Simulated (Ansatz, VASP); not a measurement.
**One calculation of Li2Se, two programs**

```
CELL_PARAMETERS angstrom
0.00000 2.97604 2.97604
2.97604 0.00000 2.97604
2.97604 2.97604 0.00000
ATOMIC_POSITIONS crystal
Li 0.75000 0.75000 0.75000
Li 0.25000 0.25000 0.25000
Se 0.00000 0.00000 0.00000
```

Alike in both runs: functional r2SCAN; k mesh 8 × 8 × 8; occupations fermi-dirac, width 0.03 eV; no spin polarisation.

Ansatz relaxed the structure, and its values are those at the end. VASP's run is a single point on that final structure, the one shown.

|  | VASP | Ansatz |
| --- | --- | --- |
| version | VASP 6.6.1 | Ansatz 0.2.0 |
| potentials or method | VASP PAW PBE potentials, release 64 (Li_sv, Se) | PAW with Ansatz's default frozen-core files, scalar-relativistic |
| plane-wave cutoff (eV) | 830 | 500 |
| valence electrons in the cell | 12 | 22 |

```tsv
	VASP	Ansatz	Ansatz less VASP
gap on the k mesh at the Fermi level (eV)	3.44	3.46	+0.021
pressure (GPa)	0.5	0.6	+0.09
```

VASP's potentials were made for PBE, not for r2SCAN. VASP's potentials hold 12 valence electrons a cell and Ansatz's 22, so a difference there can come from the potentials and not from the codes. Ansatz's warnings: stress scf threshold loose.
